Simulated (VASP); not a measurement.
# CoO (R-3m) in VASP: notebook

The runs below take CoO through single point, with LDA, PBEsol.

Program: VASP 6.6.1. These are calculated values, not measurements. Logs are shortened: lines on timing, memory, paths and dates and some standing lists are left out, and cuts for length are marked.

### Step 1. The cell of the first run

The structure is trigonal, space group R-3m (No. 166). The conventional cell has a = 2.970 Å, b = 2.970 Å, c = 7.221 Å, α = 90.00°, β = 90.00°, γ = 120.00°. Co (site symmetry -3m) has 6 O at 2.10 Å within 2.8 Å. O (site symmetry -3m) has 6 Co at 2.10 Å within 2.8 Å.

### Step 2. Single point, LDA, collinear spin, ferromagnetic start (volume scaled by 0.96)

The input, INCAR:

```
ALGO     = Normal         # electronic algorithm
EDIFF    = 1E-6           # SCF threshold, eV
ENCUT    = 520            # plane-wave cutoff, eV
ISIF     = 2              # what is computed and relaxed
ISMEAR   = -1             # smearing method
ISPIN    = 2              # spin polarisation
LASPH    = T              # aspherical terms in the spheres
LCHARG   = F              # write CHGCAR
LMAXMIX  = 4              # l up to which the mixer works
LORBIT   = 11             # projections on sites
LREAL    = F              # projectors in reciprocal space
LWAVE    = F              # write WAVECAR
MAGMOM   = 2 0            # initial moments
NBANDS   = 18             # bands
NELM     = 150            # most SCF steps
PREC     = Accurate       # precision mode
SIGMA    = 0.05           # smearing width, eV
```

The input, KPOINTS:

```
k-points
0
Gamma
  11 11 11
```

The input, POSCAR:

```
CoO
1.0
    1.4851228673      0.8574360872      2.4069508786
   -1.4851228673      0.8574360872      2.4069508786
    0.0000000000     -1.7148721745      2.4069508786
Co O
1 1
Direct
    0.0000000000      0.0000000000      0.0000000000
    0.5000000000      0.5000000000      0.5000000000
```

Potentials or basis: VASP PAW LDA potentials, release 64 (Co, O).

Launch:

```sh
$ cat potpaw_LDA.64/Co/POTCAR potpaw_LDA.64/O/POTCAR > POTCAR
$ mpirun -np 1 vasp_std > vasp.out
```

OUTCAR:

```text
EDIFF = 1E-6
   ENCUT = 520
   ISIF = 2
   ISMEAR = -1
   ISPIN = 2
   LASPH = T
   LORBIT = 11
   LREAL = F
   NELM = 150
   PREC = Accurate

 ion  position               nearest neighbor table
   1  0.000  0.000  0.000-   2 2.10   2 2.10   2 2.10   2 2.10   2 2.10   2 2.10
   2  0.500  0.500  0.500-   1 2.10   1 2.10   1 2.10   1 2.10   1 2.10   1 2.10

  LATTYP: Found a trigonal (rhomboedric) cell.
 ALAT       =     2.9553678462
 COS(alpha) =     0.4949531367

  Lattice vectors:

 A1 = (   1.4851228673,   0.8574360872,   2.4069508786)
 A2 = (  -1.4851228673,   0.8574360872,   2.4069508786)
 A3 = (   0.0000000000,  -1.7148721745,   2.4069508786)

Analysis of symmetry for initial positions (statically):
=====================================================================
 Subroutine PRICEL returns:
 Original cell was already a primitive cell.

 Routine SETGRP: Setting up the symmetry group for a
 trigonal (rhombohedral) supercell.

 Subroutine GETGRP returns: Found 12 space group operations
 (whereof 12 operations were pure point group operations)
 out of a pool of 12 trial point group operations.

The static configuration has the point symmetry D_3d.

Analysis of symmetry for dynamics (positions and initial velocities):
=====================================================================
 Subroutine PRICEL returns:
 Original cell was already a primitive cell.

 Routine SETGRP: Setting up the symmetry group for a
 trigonal (rhombohedral) supercell.

 Subroutine GETGRP returns: Found 12 space group operations
 (whereof 12 operations were pure point group operations)
 out of a pool of 12 trial point group operations.

The dynamic configuration has the point symmetry D_3d.

Analysis of structural, dynamic, and magnetic symmetry:
=====================================================================
 Subroutine PRICEL returns:
 Original cell was already a primitive cell.

 Routine SETGRP: Setting up the symmetry group for a
 trigonal (rhombohedral) supercell.

 Subroutine GETGRP returns: Found 12 space group operations
 (whereof 12 operations were pure point group operations)
 out of a pool of 12 trial point group operations.

The overall configuration has the point symmetry D_3d.

 Subroutine INISYM returns: Found 12 space group operations
 (whereof 12 operations are pure point group operations),
 and found     1 'primitive' translations

----------------------------------------------------------------------------------------

                                     Primitive cell

  volume of cell :      18.3900

  direct lattice vectors                    reciprocal lattice vectors
     1.485122867  0.857436087  2.406950879     0.336672481  0.194377947  0.138487801
    -1.485122867  0.857436087  2.406950879    -0.336672481  0.194377947  0.138487801
     0.000000000 -1.714872174  2.406950879     0.000000000 -0.388755895  0.138487801

  length of vectors
     2.955367846  2.955367846  2.955367846     0.412686342  0.412686342  0.412686342

  position of ions in fractional coordinates (direct lattice)
     0.000000000  0.000000000  0.000000000
     0.500000000  0.500000000  0.500000000

  ion indices of the primitive-cell ions
   primitive index   ion index
                 1           1
                 2           2

----------------------------------------------------------------------------------------

 KPOINTS: k-points

Automatic generation of k-mesh.
 Grid dimensions read from file:
 generate k-points for:   11   11   11

 Generating k-lattice:

  Cartesian coordinates                     Fractional coordinates (reciprocal lattice)
     0.030606589  0.017670722  0.012589800     0.090909091 -0.000000000  0.000000000
    -0.030606589  0.017670722  0.012589800    -0.000000000  0.090909091  0.000000000
     0.000000000 -0.035341445  0.012589800     0.000000000  0.000000000  0.090909091

  Length of vectors
     0.037516940  0.037516940  0.037516940

  Shift w.r.t. Gamma in fractional coordinates (k-lattice)
     0.000000000  0.000000000  0.000000000

 Subroutine IBZKPT returns following result:
 ===========================================

 Found    146 irreducible k-points:

 Following reciprocal coordinates:
            Coordinates               Weight
  0.000000  0.000000  0.000000      1.000000
  0.090909  0.000000  0.000000      6.000000
  0.181818  0.000000  0.000000      6.000000
  0.272727  0.000000 -0.000000      6.000000
  0.363636  0.000000  0.000000      6.000000
  0.454545  0.000000  0.000000      6.000000
[... 16 lines left out ...]
 -0.272727  0.181818 -0.000000     12.000000
 -0.181818  0.181818  0.000000      6.000000
 [... further k-points ...]
   k-points           NKPTS =    146   k-points in BZ     NKDIM =    146   number of bands    NBANDS=     18
   number of dos      NEDOS =    301   number of ions     NIONS =      2
   total plane-waves  NPLWV =  13824
   dimension x,y,z NGX =    24 NGY =   24 NGZ =   24
   dimension x,y,z NGXF=    48 NGYF=   48 NGZF=   48
   ions per type =               1   1
   NGX,Y,Z   is equivalent  to a cutoff of  13.50, 13.50, 13.50 a.u.
   NGXF,Y,Z  is equivalent  to a cutoff of  27.00, 27.00, 27.00 a.u.
 SYSTEM =  unknown system
   PREC   = accura    normal or accurate (medium, high low for compatibility)
   ISTART =      0    job   : 0-new  1-cont  2-samecut
   ICHARG =      2    charge: 1-file 2-atom 10-const
   ISPIN  =      2    spin polarized calculation?
   LNONCOLLINEAR =      F non collinear calculations
   LSORBIT =      F    spin-orbit coupling
   LASPH  =      T    aspherical Exc in radial PAW
   ENCUT  =  520.0 eV  38.22 Ry    6.18 a.u.   5.50  5.50  5.50*2*pi/ulx,y,z
   NELM   =    150;   NELMIN=  2; NELMDL= -5     # of ELM steps
   EDIFF  = 0.1E-05   stopping-criterion for ELM
   LREAL  =      F    real-space projection
   EDIFFG = 0.1E-04   stopping-criterion for IOM
   NSW    =      0    number of steps for IOM
   IBRION =     -1    ionic relax: 0-MD 1-quasi-New 2-CG
   NFREE  =      0    steps in history (QN), initial steepest desc. (CG)
   ISIF   =      2    stress and relaxation
   ISYM   =      2    0-nonsym 1-usesym 2-fastsym
   POTIM  = 0.5000    time-step for ionic-motion
   TEBEG  =    0.0;   TEEND  =   0.0 temperature during run
   PSTRESS=    0.0 pullay stress
   NELECT =      15.0000    total number of electrons
   NUPDOWN=      -1.0000    fix difference up-down
   EMIN   =  10.00;   EMAX   =-10.00  energy-range for DOS
   EFERMI =   0.00;   METHOD = LEGACY
   ISMEAR =    -1;   SIGMA  =   0.05  broadening in eV -4-tet -1-fermi 0-gaus
   EFERMI_NEDOS =   21; number of points for ismear=-14 and -15
   IALGO  =     38    algorithm
   IMIX   =      4    mixing-type and parameters
     AMIX     =   0.40;   BMIX     =  1.00
     AMIX_MAG =   1.60;   BMIX_MAG =  1.00
  volume/ion in A,a.u.               =       9.20        62.05
  Fermi-wavevector in a.u.,A,eV,Ry     =   1.529599  2.890524 31.833203  2.339674
  Thomas-Fermi vector in A             =   2.637198
   LORBIT       =     11    0 simple, 1 ext, 2 COOP (PROOUT), +10 PAW based schemes
   GGA     = CA    functional components
   LHFCALC =     F    Hartree Fock is set to
   AEXX    =    0.0000 exact exchange contribution
   IVDW    =     0    specifies the selected vdW correction
   LEPSILON=     F    determine dielectric tensor
   LRPA    =     F    only Hartree local field effects (RPA)
 spin polarized calculation
  energy-cutoff  :      520.00
  volume of cell :       18.39
 maximum number of plane-waves:       531
 NGX is ok and might be reduce to    24
   NGX = 11   NGY = 11   NGZ = 11

 number of electron      14.9999997 magnetization       2.3770773

 Free energy of the ion-electron system (eV)
  ---------------------------------------------------
  ext. energy  EPLUGINS =         0.00000000
  ---------------------------------------------------
  free energy    TOTEN  =       -14.76600823 eV

  energy without entropy =      -14.73133573  energy(sigma->0) =      -14.74867198

 E-fermi :   8.3569     XC(G=0): -13.1732

 val. band max:        8.3551194100   @ k =  -0.4545  -0.4545   0.3636
 cond. band min:       8.3579468309   @ k =   0.3636   0.3636   0.1818
 fundamental gap:      0.0028274208
 Fermi energy:         8.3568984871

 spin component 1

 k-point     1 :       0.0000    0.0000    0.0000
  band No.  band energies     occupation
      1     -12.2178      1.00000
      2       4.7818      1.00000
      3       4.7818      1.00000
      4       4.8320      1.00000
      5       5.4916      1.00000
      6       5.4916      1.00000
[... 10 lines left out ...]
     17      30.6284      0.00000
     18      33.7898      0.00000
[... 463 lines left out ...]
 k-point    24 :      -0.1818    0.1818    0.0000
  band No.  band energies     occupation
      1     -11.3825      1.00000
      2       1.2829      1.00000
      3       2.5755      1.00000
      4       3.0105      1.00000
      5       5.8970      1.00000
      6       6.0883      1.00000
[... 10 lines left out ...]
     17      36.6679      0.00000
     18      38.4580      0.00000

 [... further k-points ...]

 spin component 2

 k-point     1 :       0.0000    0.0000    0.0000
  band No.  band energies     occupation
      1     -11.8445      1.00000
      2       5.1958      1.00000
      3       5.1958      1.00000
      4       5.2496      1.00000
      5       7.1140      1.00000
      6       7.1140      1.00000
[... 10 lines left out ...]
     17      31.3330      0.00000
     18      34.4756      0.00000
[... 463 lines left out ...]
 k-point    24 :      -0.1818    0.1818    0.0000
  band No.  band energies     occupation
      1     -10.9973      1.00000
      2       1.8268      1.00000
      3       3.5029      1.00000
      4       3.6093      1.00000
      5       7.5840      1.00000
      6       7.9678      0.99958
[... 10 lines left out ...]
     17      37.1559      0.00000
     18      38.9740      0.00000

 [... further k-points ...]
[... 5 lines left out ...]
  --------------------------------------------------------------------------------------
  -------------------------------------------------------------------------------------
  Total       -1.8201503     -1.8201503     -1.8530529      0.0000000      0.0000000      0.0000000
  in kB     -158.5751839   -158.5751839   -161.4417230      0.0000000      0.0000000      0.0000000
  external PRESSURE =    -159.5306969 kB  Pullay stress =       0.0000000 kB

 VOLUME and BASIS-vectors are now :
 -----------------------------------------------------------------------------
  energy-cutoff  :      520.00
  volume of cell :       18.39
      direct lattice vectors                 reciprocal lattice vectors
     1.485122867  0.857436087  2.406950879     0.336672481  0.194377947  0.138487801
    -1.485122867  0.857436087  2.406950879    -0.336672481  0.194377947  0.138487801
     0.000000000 -1.714872174  2.406950879     0.000000000 -0.388755895  0.138487801

 POSITION                                       TOTAL-FORCE (eV/Angst)
 -----------------------------------------------------------------------------------
      0.00000      0.00000      0.00000         0.000000     -0.000000     -0.000000
      0.00000     -0.00000      3.61043        -0.000000      0.000000      0.000000
 -----------------------------------------------------------------------------------
    total drift:                               -0.000000      0.000000     -0.000000

  FREE ENERGIE OF THE ION-ELECTRON SYSTEM (eV)
  ---------------------------------------------------
  free  energy   TOTEN  =       -14.7660082273 eV

  energy  without entropy=      -14.7313357273  energy(sigma->0) =      -14.74867198

 total charge

# of ion       s       p       d       tot
------------------------------------------
    1        0.308   0.388   7.250   7.946
    2        1.548   3.391   0.000   4.939
--------------------------------------------------
tot          1.856   3.778   7.250  12.884

 magnetization (x)

# of ion       s       p       d       tot
------------------------------------------
    1        0.019   0.017   2.080   2.116
    2        0.028   0.186   0.000   0.214
--------------------------------------------------
tot          0.047   0.203   2.080   2.330
```

Wall time 74 s (1 thread of Intel Xeon Platinum 8259CL at 2.50GHz (Skylake/Cascade Lake), shared host); peak memory 0.2 GiB.

Results:

```
Free energy                                           : -14.7660 eV
Pressure                                              : -16.0 GPa
Net moment                                            : 2.38 μB per cell
Site moments                                          : Co +2.12; O +0.21 μB
Valence electrons inside the program's atomic spheres : Co 7.95; O 4.94
```

Caveat: a cell with one magnetic atom can't hold antiferromagnetic order, which such compounds often take; semilocal functionals often make such compounds metallic where correlation or magnetic order opens a gap, which also shifts bond lengths.

### Step 3. Single point, PBEsol, collinear spin, ferromagnetic start (volume scaled by 0.96)

The input, INCAR:

```
ALGO     = Normal         # electronic algorithm
EDIFF    = 1E-7           # SCF threshold, eV
ENCUT    = 520            # plane-wave cutoff, eV
GGA      = PS             # functional
ISIF     = 2              # what is computed and relaxed
ISMEAR   = -1             # smearing method
ISPIN    = 2              # spin polarisation
LASPH    = True           # aspherical terms in the spheres
LCHARG   = False          # write CHGCAR
LMAXMIX  = 4              # l up to which the mixer works
LORBIT   = 11             # projections on sites
LREAL    = False          # projectors in reciprocal space
LWAVE    = False          # write WAVECAR
MAGMOM   = 2 0            # initial moments
NBANDS   = 18             # bands
NELM     = 150            # most SCF steps
PREC     = Accurate       # precision mode
SIGMA    = 0.05           # smearing width, eV
```

KPOINTS is that of step 2.

POSCAR is that of step 2.

Potentials or basis: VASP PAW PBE potentials, release 64 (Co, O).

Launch:

```sh
$ cat potpaw_PBE.64/Co/POTCAR potpaw_PBE.64/O/POTCAR > POTCAR
$ mpirun -np 1 vasp_std > vasp.out
```

Run time: 98 s. Hardware: 1 thread of Intel Xeon Platinum 8259CL at 2.50GHz (Skylake/Cascade Lake), shared host; peak memory 0.21 GiB.

The run converged. Its results:

```yaml
Free_energy: -14.0021 eV
Pressure: -3.0 GPa
Net_moment: 2.81 μB per cell
Site_moments: Co +2.47; O +0.29 μB
Valence_electrons_inside_the_program's_atomic_spheres: Co 7.89; O 4.97
```

Stress tensor (GPa, compression positive):
```
-2.85  0.00  0.00
 0.00 -2.85  0.00
 0.00  0.00 -3.33
```

Levels at points of the mesh, in eV from the Fermi level:
Spin up:
| k point | band 5 | band 6 | band 7 | band 8 | band 9 | band 10 | band 11 | band 12 | band 13 | band 14 |
| --- | --- | --- | --- | --- | --- | --- | --- | --- | --- | --- |
| (0.00, 0.00, 0.00) | -3.28 | -3.28 | -3.18 | -3.18 | -3.14 | 1.11 | 16.72 | 18.24 | 18.24 | 18.45 |
Spin down:
```csv
k point,band 3,band 4,band 5,band 6,band 7,band 8,band 9,band 10
"(0.00, 0.00, 0.00)",-2.90,-2.84,-1.23,-1.23,-1.20,-0.22,-0.22,1.65
```

Caveat: the PAW data sets were made with another functional, which shifts forces and pressure a little; a cell with one magnetic atom can't hold antiferromagnetic order, which such compounds often take; semilocal functionals often make such compounds metallic where correlation or magnetic order opens a gap, which also shifts bond lengths.

(Continued in part 2 of 3.)
